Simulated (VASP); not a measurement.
Input of a VASP 6.6.1 run:

Contents of INCAR:

```
SYSTEM = KHfO2
  PREC = Accurate
  ENCUT = 600
  EDIFF = 1E-6
  ISMEAR = 0
  SIGMA = 0.1
  LREAL = .False.
  LASPH = .True.
  NELM = 100
  ALGO = Normal
  ISIF = 3
  LWAVE = .False.
  LCHARG = .False.
  GGA = PE
  IBRION = 2
  NSW = 90
  EDIFFG = -0.04
```

Contents of KPOINTS:

```
regular mesh
0
Gamma
  6 6 4
  0 0 0
```

POSCAR

```
KHfO2
1.0
    4.1958853800      0.0000000000      0.0000000000
   -2.0979426900      3.6337433300      0.0000000000
    0.0000000000      0.0000000000      5.5766422700
K Hf O
1 1 2
Direct
    0.0000000000      0.0000000000      0.5000000000
    0.0000000000      0.0000000000      0.0000000000
    0.6666666700      0.3333333300      0.5000000000
    0.3333333300      0.6666666700      0.0000000000
```

Potentials or basis: VASP PAW PBE potentials, release 64 (K_sv, Hf_pv, O).

The run is started by

```bash
$ cat potpaw_PBE.64/K_sv/POTCAR potpaw_PBE.64/Hf_pv/POTCAR potpaw_PBE.64/O/POTCAR > POTCAR
$ mpirun -np 1 vasp_std > vasp.out
```

Problem. What does it give for the relaxed volume?

Solution. 20.54 Å³/atom.

Problem. What does it give for the space group after relaxing (to 0.05 Å)?

Solution. P-6m2 (No. 187).

Problem. Estimate the relaxed cell.

Solution. a = 3.748 Å, b = 3.748 Å, c = 6.753 Å, α = 90.00°, β = 90.00°, γ = 120.00°.

Final structure:
```xyz
4
Lattice="3.7481 0.0000 0.0000 -1.8741 3.2460 0.0000 0.0000 0.0000 6.7525" Properties=species:S:1:pos:R:3 pbc="T T T"
K     0.0000    0.0000    3.3763
Hf    0.0000    0.0000    0.0000
O     1.8741    1.0820    3.3763
O     0.0000    2.1640    0.0000
```

Caveat: an odd number of electrons without spin polarisation forces a metal; a magnetic or distorted state may lie lower.
